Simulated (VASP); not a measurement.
# GaSb3 in VASP: notebook, part 2 of 2

VASP 6.6.1. The steps go on from the part before.

**4. Single point, PBE+D3(BJ) (atoms displaced along a vibrational mode, the cell strained)**

The input, INCAR:

```
SYSTEM = GaSb3
PREC     = Accurate       ! precision mode
ENCUT    = 520            ! plane-wave cutoff, eV
EDIFF    = 1E-6           ! SCF threshold, eV
ISMEAR   = 0              ! smearing method
SIGMA    = 0.15           ! smearing width, eV
LREAL    = .False.        ! projectors in reciprocal space
LASPH    = .True.         ! aspherical terms in the spheres
NELM     = 80             ! most SCF steps
ALGO     = Normal         ! electronic algorithm
ISIF     = 2              ! what is computed and relaxed
LWAVE    = .False.        ! write WAVECAR
LCHARG   = .False.        ! write CHGCAR
GGA      = PE             ! functional
IVDW     = 12             ! dispersion correction
NBANDS   = 22             ! bands
```

The input, KPOINTS:

```
Automatic mesh
0
Gamma
  10 10 10
  0 0 0
```

The input, POSCAR:

```
GaSb3
1.0
    0.0000000000      3.7940529411      3.6481278280
    3.7940529411      0.0000000000      3.6481278280
    3.7940529411      3.7940529411      0.0000000000
Ga Sb
1 3
Direct
    0.0000000000      0.0000000000      0.0000000000
    0.2623350941      0.2376649059      0.2376649059
    0.7376649059      0.7623350941      0.7623350941
    0.5000000000      0.5000000000      0.5000000000
```

Potentials or basis: VASP PAW PBE potentials, release 64 (Ga_d, Sb).

On the command line:

```bash
$ cat potpaw_PBE.64/Ga_d/POTCAR potpaw_PBE.64/Sb/POTCAR > POTCAR
$ mpirun -np 1 vasp_std > vasp.out
```

OUTCAR:

```text
SYSTEM = GaSb3
   PREC = Accurate
   ENCUT = 520
   EDIFF = 1E-6
   ISMEAR = 0
   LREAL = .False.
   LASPH = .True.
   NELM = 80
   ISIF = 2
   GGA = PE
   IVDW = 12
 IVDW          = 12

 ion  position               nearest neighbor table
   1  0.000  0.000  0.000-   3 3.19   2 3.19   3 3.19   2 3.19   3 3.30   2 3.30   2 3.30   3 3.30

   2  0.262  0.238  0.238-   1 3.19   1 3.19   4 3.19   4 3.19   4 3.30   1 3.30   1 3.30   4 3.30
                             3 3.61   3 3.65   3 3.65
   3  0.738  0.762  0.762-   4 3.19   4 3.19   1 3.19   1 3.19   4 3.30   1 3.30   1 3.30   4 3.30
                             2 3.61   2 3.65   2 3.65
[... 807 lines left out ...]
  --------------------------------------------------------------------------------------
  -------------------------------------------------------------------------------------
  Total      -2.57245    -2.63883    -2.27896     0.00000    -0.34098     0.00000
  in kB     -39.24190   -40.25451   -34.76493     0.00000    -5.20160     0.00000
  external pressure =      -38.09 kB  Pullay stress =        0.00 kB

 VOLUME and BASIS-vectors are now :
 -----------------------------------------------------------------------------
  energy-cutoff  :      520.00
  volume of cell :      105.03
      direct lattice vectors                 reciprocal lattice vectors
     0.000000000  3.794052941  3.648127828    -0.131785193  0.131785193  0.137056601
     3.794052941  0.000000000  3.648127828     0.131785193 -0.131785193  0.137056601
     3.794052941  3.794052941  0.000000000     0.131785193  0.131785193 -0.137056601

 POSITION                                       TOTAL-FORCE (eV/Angst)
 -----------------------------------------------------------------------------------
      0.00000      0.00000      0.00000        -0.000000      0.000000      0.000000
      1.80343      1.89703      1.82406         0.164217      0.000000     -0.000000
      5.78468      5.69108      5.47219        -0.164217     -0.000000      0.000000
      3.79405      3.79405      3.64813         0.000000      0.000000      0.000000
 -----------------------------------------------------------------------------------
    total drift:                               -0.000000     -0.000000     -0.000000

  FREE ENERGIE OF THE ION-ELECTRON SYSTEM (eV)
  ---------------------------------------------------
  free  energy   TOTEN  =       -16.2967730399 eV

  energy  without entropy=      -16.2703208932  energy(sigma->0) =      -16.28354697
```

OSZICAR:

```text
N       E                     dE             d eps       ncg     rms          rms(c)
DAV:   1     0.158780139077E+03    0.15878E+03   -0.11621E+04 12910   0.134E+03
DAV:   2     0.981634358415E+00   -0.15780E+03   -0.15155E+03 13676   0.315E+02
DAV:   3    -0.140955149732E+02   -0.15077E+02   -0.14605E+02 15344   0.814E+01
DAV:   4    -0.145405090266E+02   -0.44499E+00   -0.44283E+00 13918   0.144E+01
DAV:   5    -0.145511401969E+02   -0.10631E-01   -0.10629E-01 15744   0.233E+00    0.312E+00
DAV:   6    -0.145310561572E+02    0.20084E-01   -0.33064E-02 15826   0.166E+00    0.172E+00
DAV:   7    -0.145244267583E+02    0.66294E-02   -0.22309E-02 14482   0.998E-01    0.132E-01
DAV:   8    -0.145243569098E+02    0.69849E-04   -0.18426E-03 14762   0.382E-01    0.721E-02
DAV:   9    -0.145243906694E+02   -0.33760E-04   -0.14554E-04 14904   0.783E-02    0.172E-02
DAV:  10    -0.145243929263E+02   -0.22570E-05   -0.13950E-05 14544   0.375E-02    0.668E-03
DAV:  11    -0.145243928066E+02    0.11972E-06   -0.12096E-06  9308   0.840E-03
   1 F= -.16296773E+02 E0= -.16283547E+02  d E =-.264521E-01
```

Wall time 3.3 min (1 thread of AMD EPYC 9R45 (Zen 5), shared host); peak memory 0.68 GiB.

What came out:

```
Free energy                : -16.2968 eV
Pressure                   : -3.8 GPa
Largest force              : 0.164 eV/Å
Band gap on the k mesh     : zero (bands 14 and 15 overlap by 3.61 eV)
Dispersion energy per atom : -0.443 eV
```

Forces in eV/Å, atoms in the order of the input:
```
Ga   0.000  0.000  0.000
Sb   0.164  0.000  0.000
Sb  -0.164  0.000  0.000
Sb   0.000  0.000  0.000
```

Stress tensor (GPa, compression positive):
```
-3.92  0.00  0.00
 0.00 -4.03 -0.52
 0.00 -0.52 -3.48
```

Levels at points of the mesh, in eV from the Fermi level:
```tsv
k point	band 11	band 12	band 13	band 14	band 15	band 16	band 17	band 18
(0.00, 0.00, 0.00)	-2.65	-2.48	-2.41	-2.38	-2.10	-0.94	-0.75	-0.17
(0.50, 0.00, 0.00)	-3.25	-2.87	-2.36	-0.29	-0.13	2.02	2.33	2.68
(0.00, 0.00, 0.50)	-3.22	-2.68	-2.27	-0.51	0.01	1.71	2.16	2.87
(0.50, 0.50, 0.00)	-5.14	0.39	0.61	0.97	0.99	1.67	1.81	2.47
(0.50, 0.00, 0.50)	-5.02	0.62	0.80	0.99	1.40	1.42	2.08	2.20
(0.00, 0.50, 0.50)	-5.00	0.64	0.76	0.94	1.41	1.58	1.90	2.25
```

Caveat: the cell differs from its parent crystal (atoms displaced along a vibrational mode, the cell strained); the cell stands under tension; spin-orbit coupling is left out, which moves the levels of the heavy elements.

**5. Summary**

| cell | gap on the mesh (eV) | pressure (GPa) |
| --- | --- | --- |
| a = 5.229, b = 5.229, c = 5.297 Å, angles 59.6, 59.6, 60.9°, 4 atoms, atomic positions A | none | -2.9 |
| a = 5.263, b = 5.263, c = 5.366 Å, angles 59.4, 59.4, 61.3°, 4 atoms, atomic positions A | none | -4.0 |
| a = 5.263, b = 5.263, c = 5.366 Å, angles 59.4, 59.4, 61.3°, 4 atoms, atomic positions B | none | -3.8 |

Alike in all rows: task single point; level PBE+D3(BJ); potentials or basis VASP PAW PBE potentials, release 64 (Ga_d, Sb); no spin polarisation; k mesh 10 × 10 × 10; cutoff (eV) 520; smearing gaussian 0.15 eV.

Caveats: spin-orbit coupling is left out, which moves the levels of the heavy elements; the cell stands under tension (at least some runs).

Absolute energies hang on the potentials; compare differences alone.
